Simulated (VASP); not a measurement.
# PbS (P-6m2) in VASP: notebook

The runs below take PbS through single point, with LDA.

All numbers are computed with VASP 6.6.1; they aren't measurements. Logs are shortened: lines on timing, memory, paths and dates and some standing lists are left out, and cuts for length are marked.

**1. The cell of the first run**

It takes space group P-6m2 (No. 187, hexagonal). The conventional cell has a = 4.161 Å, b = 4.161 Å, c = 3.854 Å, α = 90.00°, β = 90.00°, γ = 120.00°. Pb (site symmetry -6m2) has 6 S at 3.08 Å and 8 Pb at 3.85 to 4.16 Å within 4.2 Å. S (site symmetry -6m2) has 6 Pb at 3.08 Å and 8 S at 3.85 to 4.16 Å within 4.2 Å.

**2. Single point, LDA**

INCAR reads:

```
SYSTEM = PbS
  PREC = Accurate
  ENCUT = 500
  EDIFF = 1E-6
  ISMEAR = -1
  SIGMA = 0.05
  LREAL = .FALSE.
  LASPH = .TRUE.
  NELM = 120
  ALGO = Normal
  ISIF = 2
  LWAVE = .FALSE.
  LCHARG = .FALSE.
  NBANDS = 17
  GGA_COMPAT = .FALSE.
```

KPOINTS reads:

```
Automatic mesh
0
G
  6 6 6
  0 0 0
```

POSCAR reads:

```
PbS
1.0
    4.1611478674      0.0000000000      0.0000000000
   -2.0805739286      3.6036597587      0.0000000000
    0.0000000000      0.0000000000      3.8543492034
Pb S
1 1
Direct
    0.0000000000      0.0000000000      0.0000000000
    0.6666666667      0.3333333333      0.5000000000
```

Potentials or basis: VASP PAW LDA potentials, release 64 (Pb_d, S).

Started as:

```
cat potpaw_LDA.64/Pb_d/POTCAR potpaw_LDA.64/S/POTCAR > POTCAR
mpirun -np 1 vasp_std > vasp.out
```

OUTCAR:

```text
SYSTEM = PbS
   PREC = Accurate
   ENCUT = 500
   EDIFF = 1E-6
   ISMEAR = -1
   LREAL = .FALSE.
   LASPH = .TRUE.
   NELM = 120
   ISIF = 2

 ion  position               nearest neighbor table
   1  0.000  0.000  0.000-   2 3.08   2 3.08   2 3.08   2 3.08   2 3.08   2 3.08
   2  0.667  0.333  0.500-   1 3.08   1 3.08   1 3.08   1 3.08   1 3.08   1 3.08

  LATTYP: Found a hexagonal cell.
 ALAT       =     4.1611478674
 C/A-ratio  =     0.9262706653

  Lattice vectors:

 A1 = (   4.1611478674,   0.0000000000,   0.0000000000)
 A2 = (  -2.0805739286,   3.6036597587,   0.0000000000)
 A3 = (   0.0000000000,   0.0000000000,   3.8543492034)

Analysis of symmetry for initial positions (statically):
=====================================================================
 Subroutine PRICEL returns:
 Original cell was already a primitive cell.

 Routine SETGRP: Setting up the symmetry group for a
 hexagonal supercell.

 Subroutine GETGRP returns: Found 12 space group operations
 (whereof 12 operations were pure point group operations)
 out of a pool of 24 trial point group operations.

The static configuration has the point symmetry D_3h.

Analysis of symmetry for dynamics (positions and initial velocities):
=====================================================================
 Subroutine PRICEL returns:
 Original cell was already a primitive cell.

 Routine SETGRP: Setting up the symmetry group for a
 hexagonal supercell.

 Subroutine GETGRP returns: Found 12 space group operations
 (whereof 12 operations were pure point group operations)
 out of a pool of 24 trial point group operations.

The dynamic configuration has the point symmetry D_3h.

 Subroutine INISYM returns: Found 12 space group operations
 (whereof 12 operations are pure point group operations),
 and found     1 'primitive' translations

----------------------------------------------------------------------------------------

                                     Primitive cell

  volume of cell :      57.7974

  direct lattice vectors                    reciprocal lattice vectors
     4.161147867  0.000000000  0.000000000     0.240318304  0.138747838  0.000000000
    -2.080573929  3.603659759  0.000000000     0.000000000  0.277495676  0.000000000
     0.000000000  0.000000000  3.854349203     0.000000000  0.000000000  0.259447172

  length of vectors
     4.161147867  4.161147862  3.854349203     0.277495675  0.277495676  0.259447172

  position of ions in fractional coordinates (direct lattice)
     0.000000000  0.000000000  0.000000000
     0.666666667  0.333333333  0.500000000

  ion indices of the primitive-cell ions
   primitive index   ion index
                 1           1
                 2           2

----------------------------------------------------------------------------------------

 KPOINTS: Automatic mesh

Automatic generation of k-mesh.
 Grid dimensions read from file:
 generate k-points for:    6    6    6

 Generating k-lattice:

  Cartesian coordinates                     Fractional coordinates (reciprocal lattice)
     0.040053051  0.023124640  0.000000000     0.166666667  0.000000000  0.000000000
     0.000000000  0.046249279  0.000000000     0.000000000  0.166666667  0.000000000
     0.000000000  0.000000000  0.043241195     0.000000000  0.000000000  0.166666667

  Length of vectors
     0.046249279  0.046249279  0.043241195

  Shift w.r.t. Gamma in fractional coordinates (k-lattice)
     0.000000000  0.000000000  0.000000000

 Subroutine IBZKPT returns following result:
 ===========================================

 Found     28 irreducible k-points:

 Following reciprocal coordinates:
            Coordinates               Weight
  0.000000  0.000000  0.000000      1.000000
  0.166667  0.000000  0.000000      6.000000
  0.333333 -0.000000  0.000000      6.000000
  0.500000 -0.000000  0.000000      3.000000
  0.166667  0.166667  0.000000      6.000000
  0.333333  0.166667  0.000000     12.000000
[... 16 lines left out ...]
  0.166667  0.000000  0.500000      6.000000
  0.333333 -0.000000  0.500000      6.000000
 [... further k-points ...]
   k-points           NKPTS =     28   k-points in BZ     NKDIM =     28   number of bands    NBANDS=     17
   number of dos      NEDOS =    301   number of ions     NIONS =      2
   total plane-waves  NPLWV =  25200
   dimension x,y,z NGX =    30 NGY =   30 NGZ =   28
   dimension x,y,z NGXF=    60 NGYF=   60 NGZF=   56
   ions per type =               1   1
   NGX,Y,Z   is equivalent  to a cutoff of  11.99, 11.99, 12.08 a.u.
   NGXF,Y,Z  is equivalent  to a cutoff of  23.97, 23.97, 24.15 a.u.
 SYSTEM =  PbS
   PREC   = accura    normal or accurate (medium, high low for compatibility)
   ISTART =      0    job   : 0-new  1-cont  2-samecut
   ICHARG =      2    charge: 1-file 2-atom 10-const
   ISPIN  =      1    spin polarized calculation?
   LNONCOLLINEAR =      F non collinear calculations
   LSORBIT =      F    spin-orbit coupling
   LASPH  =      T    aspherical Exc in radial PAW
   ENCUT  =  500.0 eV  36.75 Ry    6.06 a.u.   7.59  7.59  7.03*2*pi/ulx,y,z
   NELM   =    120;   NELMIN=  2; NELMDL= -5     # of ELM steps
   EDIFF  = 0.1E-05   stopping-criterion for ELM
   LREAL  =      F    real-space projection
   EDIFFG = 0.1E-04   stopping-criterion for IOM
   NSW    =      0    number of steps for IOM
   IBRION =     -1    ionic relax: 0-MD 1-quasi-New 2-CG
   NFREE  =      0    steps in history (QN), initial steepest desc. (CG)
   ISIF   =      2    stress and relaxation
   ISYM   =      2    0-nonsym 1-usesym 2-fastsym
   POTIM  = 0.5000    time-step for ionic-motion
   TEBEG  =    0.0;   TEEND  =   0.0 temperature during run
   PSTRESS=    0.0 pullay stress
   NELECT =      20.0000    total number of electrons
   NUPDOWN=      -1.0000    fix difference up-down
   EMIN   =  10.00;   EMAX   =-10.00  energy-range for DOS
   EFERMI =   0.00;   METHOD = LEGACY
   ISMEAR =    -1;   SIGMA  =   0.05  broadening in eV -4-tet -1-fermi 0-gaus
   EFERMI_NEDOS =   21; number of points for ismear=-14 and -15
   IALGO  =     38    algorithm
   IMIX   =      4    mixing-type and parameters
     AMIX     =   0.40;   BMIX     =  1.00
     AMIX_MAG =   1.60;   BMIX_MAG =  1.00
  volume/ion in A,a.u.               =      28.90       195.02
  Fermi-wavevector in a.u.,A,eV,Ry     =   1.149341  2.171939 17.973083  1.320984
  Thomas-Fermi vector in A             =   2.286011
   LORBIT       =      0    0 simple, 1 ext, 2 COOP (PROOUT), +10 PAW based schemes
   GGA     = CA    functional components
   LHFCALC =     F    Hartree Fock is set to
   AEXX    =    0.0000 exact exchange contribution
   IVDW    =     0    specifies the selected vdW correction
   LEPSILON=     F    determine dielectric tensor
   LRPA    =     F    only Hartree local field effects (RPA)
 non-spin polarized calculation
  energy-cutoff  :      500.00
  volume of cell :       57.80
 maximum number of plane-waves:      1482
   NGX = 15   NGY = 15   NGZ = 15

 number of electron      20.0000000 magnetization

 Free energy of the ion-electron system (eV)
  ---------------------------------------------------
  ext. energy  EPLUGINS =         0.00000000
  ---------------------------------------------------
  free energy    TOTEN  =        -9.58816993 eV

  energy without entropy =       -9.58743319  energy(sigma->0) =       -9.58780156

 E-fermi :   4.3451     XC(G=0):  -9.5604

 val. band max:        4.3051664938   @ k =   0.0000   0.0000   0.5000
 cond. band min:       4.4274712935   @ k =   0.3333   0.3333   0.0000
 fundamental gap:      0.1223047997
 Fermi energy:         4.3450861482

 k-point     1 :       0.0000    0.0000    0.0000
  band No.  band energies     occupation
      1     -12.4362      2.00000
      2     -12.4209      2.00000
      3     -12.4209      2.00000
      4     -12.3351      2.00000
      5     -12.3351      2.00000
      6      -8.3902      2.00000
[... 9 lines left out ...]
     16      15.0926      0.00000
     17      15.0988      0.00000

 k-point     2 :       0.1667    0.0000    0.0000
  band No.  band energies     occupation
      1     -12.4328      2.00000
      2     -12.4228      2.00000
      3     -12.4076      2.00000
      4     -12.3417      2.00000
      5     -12.3365      2.00000
      6      -8.1935      2.00000
[... 9 lines left out ...]
     16      14.1017      0.00000
     17      14.7935      0.00000

 k-point     3 :       0.3333   -0.0000    0.0000
  band No.  band energies     occupation
      1     -12.4427      2.00000
      2     -12.4100      2.00000
      3     -12.3809      2.00000
      4     -12.3549      2.00000
      5     -12.3394      2.00000
      6      -7.7089      2.00000
[... 9 lines left out ...]
     16      14.9888      0.00000
     17      15.3750      0.00000

 k-point     4 :       0.5000   -0.0000    0.0000
  band No.  band energies     occupation
      1     -12.4490      2.00000
      2     -12.4024      2.00000
      3     -12.3674      2.00000
      4     -12.3615      2.00000
      5     -12.3409      2.00000
      6      -7.3873      2.00000
[... 9 lines left out ...]
     16      15.2753      0.00000
     17      15.2796      0.00000

 k-point     5 :       0.1667    0.1667    0.0000
  band No.  band energies     occupation
      1     -12.4289      2.00000
      2     -12.4228      2.00000
      3     -12.3893      2.00000
      4     -12.3505      2.00000
      5     -12.3399      2.00000
      6      -7.8472      2.00000
[... 9 lines left out ...]
     16      14.6664      0.00000
     17      14.7385      0.00000

 k-point     6 :       0.3333    0.1667    0.0000
  band No.  band energies     occupation
      1     -12.4342      2.00000
      2     -12.4072      2.00000
      3     -12.3776      2.00000
      4     -12.3583      2.00000
      5     -12.3440      2.00000
      6      -7.4000      2.00000
[... 9 lines left out ...]
     16      13.8456      0.00000
     17      15.4327      0.00000

 k-point     7 :       0.3333    0.3333    0.0000
  band No.  band energies     occupation
      1     -12.4146      2.00000
      2     -12.4075      2.00000
      3     -12.3897      2.00000
      4     -12.3564      2.00000
      5     -12.3499      2.00000
      6      -7.2245      2.00000
[... 9 lines left out ...]
     16      13.1574      0.00000
     17      13.2034      0.00000

 k-point     8 :       0.0000    0.0000    0.1667
  band No.  band energies     occupation
      1     -12.4192      2.00000
      2     -12.4192      2.00000
      3     -12.4106      2.00000
      4     -12.3446      2.00000
      5     -12.3446      2.00000
      6      -8.1984      2.00000
[... 9 lines left out ...]
     16      13.4836      0.00000
     17      13.4836      0.00000
[... 203 lines left out ...]
      1     -12.4210      2.00000
      2     -12.3963      2.00000
      3     -12.3903      2.00000
      4     -12.3708      2.00000
      5     -12.3382      2.00000
      6      -7.2851      2.00000
[... 9 lines left out ...]
     16      13.6756      0.00000
     17      15.2857      0.00000

 k-point    20 :       0.3333    0.1667    0.3333
  band No.  band energies     occupation
      1     -12.4273      2.00000
      2     -12.4078      2.00000
      3     -12.3783      2.00000
      4     -12.3746      2.00000
      5     -12.3268      2.00000
      6      -6.9841      2.00000
[... 9 lines left out ...]
     16      15.0831      0.00000
     17      16.7451      0.00000

 k-point    21 :       0.3333    0.3333    0.3333
  band No.  band energies     occupation
      1     -12.4231      2.00000
      2     -12.3933      2.00000
      3     -12.3867      2.00000
      4     -12.3853      2.00000
      5     -12.3261      2.00000
      6      -6.8780      2.00000
[... 9 lines left out ...]
     16      15.5372      0.00000
     17      16.1359      0.00000

 k-point    22 :       0.0000    0.0000    0.5000
  band No.  band energies     occupation
      1     -12.4140      2.00000
      2     -12.4140      2.00000
      3     -12.3731      2.00000
      4     -12.3731      2.00000
      5     -12.3341      2.00000
      6      -7.3608      2.00000
[... 9 lines left out ...]
     16      12.9746      0.00000
     17      12.9747      0.00000

 k-point    23 :       0.1667    0.0000    0.5000
  band No.  band energies     occupation
      1     -12.4164      2.00000
      2     -12.4015      2.00000
      3     -12.3905      2.00000
      4     -12.3755      2.00000
      5     -12.3258      2.00000
      6      -7.2350      2.00000
[... 9 lines left out ...]
     16      13.1460      0.00000
     17      14.0304      0.00000

 k-point    24 :       0.3333   -0.0000    0.5000
  band No.  band energies     occupation
      1     -12.4243      2.00000
      2     -12.4228      2.00000
      3     -12.3803      2.00000
      4     -12.3764      2.00000
      5     -12.3077      2.00000
      6      -6.9655      2.00000
[... 9 lines left out ...]
     16      14.8106      0.00000
     17      16.3250      0.00000

 [... further k-points ...]
[... 5 lines left out ...]
  --------------------------------------------------------------------------------------
  -------------------------------------------------------------------------------------
  Total       -2.1883766     -2.1883766     -2.6178339     -0.0000000      0.0000000      0.0000000
  in kB      -60.6631070    -60.6631069    -72.5679213     -0.0000001      0.0000000      0.0000000
  external PRESSURE =     -64.6313784 kB  Pullay stress =       0.0000000 kB

 VOLUME and BASIS-vectors are now :
 -----------------------------------------------------------------------------
  energy-cutoff  :      500.00
  volume of cell :       57.80
      direct lattice vectors                 reciprocal lattice vectors
     4.161147867  0.000000000  0.000000000     0.240318304  0.138747838  0.000000000
    -2.080573929  3.603659759  0.000000000     0.000000000  0.277495676  0.000000000
     0.000000000  0.000000000  3.854349203     0.000000000  0.000000000  0.259447172

 POSITION                                       TOTAL-FORCE (eV/Angst)
 -----------------------------------------------------------------------------------
      0.00000      0.00000      0.00000        -0.000000      0.000000      0.000000
      2.08057      1.20122      1.92717         0.000000      0.000000      0.000000
 -----------------------------------------------------------------------------------
    total drift:                               -0.000000      0.000000      0.000000

  FREE ENERGIE OF THE ION-ELECTRON SYSTEM (eV)
  ---------------------------------------------------
  free  energy   TOTEN  =        -9.5881699327 eV

  energy  without entropy=       -9.5874331874  energy(sigma->0) =       -9.58780156
```

It took 9.1 s on 1 thread of Intel Xeon 6975P-C (Granite Rapids), shared host; peak memory 0.15 GiB.

Results:

```yaml
Free_energy: -9.5882 eV
Pressure: -6.5 GPa
Band_gap_on_the_k_mesh: zero (bands 10 and 11 overlap by 0.35 eV)
```

Caveat: the cell stands under tension; semilocal functionals underestimate gaps, so a narrow gap can read as zero; spin-orbit coupling is left out, which moves the levels of the heavy elements.

**3. Single point, LDA**

This run uses another cell than the first one, of 29.63 Å³/atom.

INCAR reads:

```
  ALGO = Normal
  EDIFF = 1E-6
  ENCUT = 500
  GGA = CA
  GGA_COMPAT = F
  ISIF = 2
  ISMEAR = -1
  LASPH = T
  LCHARG = F
  LREAL = F
  LWAVE = F
  NBANDS = 17
  NELM = 120
  PREC = Accurate
  SIGMA = 0.05
```

KPOINTS reads:

```
k-points
0
Gamma
  6 6 6
```

POSCAR reads:

```
PbS
1.0
    4.1959708074      0.0000000000      0.0000000000
   -2.0979853986      3.6338173094      0.0000000000
    0.0000000000      0.0000000000      3.8866046712
Pb S
1 1
Direct
    0.0000000000      0.0000000000      0.0000000000
    0.6666666667      0.3333333333      0.5000000000
```

Potentials or basis: VASP PAW LDA potentials, release 64 (Pb_d, S).

Started as:

```
cat potpaw_LDA.64/Pb_d/POTCAR potpaw_LDA.64/S/POTCAR > POTCAR
mpirun -np 1 vasp_std > vasp.out
```

OUTCAR:

```text
EDIFF = 1E-6
   ENCUT = 500
   GGA = CA
   ISIF = 2
   ISMEAR = -1
   LASPH = T
   LREAL = F
   NELM = 120
   PREC = Accurate

 ion  position               nearest neighbor table
   1  0.000  0.000  0.000-   2 3.11   2 3.11   2 3.11   2 3.11   2 3.11   2 3.11
   2  0.667  0.333  0.500-   1 3.11   1 3.11   1 3.11   1 3.11   1 3.11   1 3.11

  LATTYP: Found a hexagonal cell.
 ALAT       =     4.1959708074
 C/A-ratio  =     0.9262706653

  Lattice vectors:

[... 191 lines left out ...]
      5     -12.6018      2.00000
      6      -8.4902      2.00000
[... 457 lines left out ...]
      4     -12.6426      2.00000
      5     -12.5770      2.00000
      6      -7.1476      2.00000
[... 9 lines left out ...]
     16      14.5121      0.00000
     17      15.9490      0.00000

 [... further k-points ...]
[... 5 lines left out ...]
  --------------------------------------------------------------------------------------
  -------------------------------------------------------------------------------------
  Total       -2.4853647     -2.4853647     -3.0448750     -0.0000000      0.0000000     -0.0000000
  in kB      -67.1946661    -67.1946659    -82.3216623     -0.0000001      0.0000000     -0.0000000
  external PRESSURE =     -72.2369981 kB  Pullay stress =       0.0000000 kB

 VOLUME and BASIS-vectors are now :
 -----------------------------------------------------------------------------
  energy-cutoff  :      500.00
  volume of cell :       59.26
      direct lattice vectors                 reciprocal lattice vectors
     4.195970807  0.000000000  0.000000000     0.238323870  0.137596350  0.000000000
    -2.097985399  3.633817309  0.000000000     0.000000000  0.275192701  0.000000000
     0.000000000  0.000000000  3.886604671     0.000000000  0.000000000  0.257293984

 POSITION                                       TOTAL-FORCE (eV/Angst)
 -----------------------------------------------------------------------------------
      0.00000      0.00000      0.00000         0.000000      0.000000      0.000000
      2.09799      1.21127      1.94330        -0.000000      0.000000      0.000000
 -----------------------------------------------------------------------------------
    total drift:                               -0.000000      0.000000      0.000000

  FREE ENERGIE OF THE ION-ELECTRON SYSTEM (eV)
  ---------------------------------------------------
  free  energy   TOTEN  =        -9.5261458315 eV

  energy  without entropy=       -9.5252729343  energy(sigma->0) =       -9.52570938
```

It took 7.5 s on 1 thread of Intel Xeon 6975P-C (Granite Rapids), shared host; peak memory 0.16 GiB.

Results:

```yaml
Free_energy: -9.5261 eV
Pressure: -7.2 GPa
Band_gap_on_the_k_mesh: zero (bands 10 and 11 overlap by 0.24 eV)
```

Levels at points of the mesh, in eV from the Fermi level:
```
           k point  band 8  band 9  band 10  band 11  band 12  band 13
(0.00, 0.00, 0.00)   -1.83   -1.39    -1.39     3.34     3.34     5.40
(0.50, 0.00, 0.00)   -2.32   -1.69    -0.93     1.78     3.74     4.86
(0.00, 0.00, 0.50)   -0.84   -0.84    -0.05     0.76     3.62     3.62
(0.50, 0.00, 0.50)   -3.61   -3.60    -1.15     2.10     2.66     2.77
```

Caveat: the cell stands under tension; semilocal functionals underestimate gaps, so a narrow gap can read as zero; spin-orbit coupling is left out, which moves the levels of the heavy elements.
